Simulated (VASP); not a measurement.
Input of a VASP 6.6.1 run:

File INCAR:

```
PREC     = Accurate       # precision mode
ENCUT    = 520            # plane-wave cutoff, eV
EDIFF    = 1E-6           # SCF threshold, eV
ISMEAR   = 0              # smearing method
SIGMA    = 0.01           # smearing width, eV
LREAL    = False          # projectors in reciprocal space
LASPH    = True           # aspherical terms in the spheres
NELM     = 60             # most SCF steps
ALGO     = Normal         # electronic algorithm
ISIF     = 2              # what is computed and relaxed
LWAVE    = False          # write WAVECAR
LCHARG   = True           # write CHGCAR
GGA      = PE             # functional
LELF     = True           # ELF
LVHAR    = True         
NBANDS   = 16             # bands
```

The input KPOINTS:

```
Automatic mesh
0
Gamma
  6 6 4
```

File POSCAR:

```
BN
1.0
    2.5439493114      0.0000000000      0.0000000000
   -1.2719746557      2.2031247296      0.0000000000
    0.0000000000      0.0000000000      4.2078167820
B N
2 2
Direct
    0.6666666667      0.3333333333      0.0002035746
    0.3333333333      0.6666666667      0.5002035746
    0.6666666667      0.3333333333      0.3747964254
    0.3333333333      0.6666666667      0.8747964254
```

Potentials or basis: VASP PAW PBE potentials, release 64 (B, N).

Launch:

```console
$ cat potpaw_PBE.64/B/POTCAR potpaw_PBE.64/N/POTCAR > POTCAR
$ mpirun -np 1 vasp_std > vasp.out
```

(1) Predict the pressure.

(2) What does it give for the band gap on the k mesh?

(3) Estimate the largest force.

Results:

(1) 5.0 GPa.

(2) 5.19 eV (least direct gap 8.32 eV).

(3) 0.004 eV/Å.

Caveat: the k points lie up to 0.48 Å⁻¹ apart.
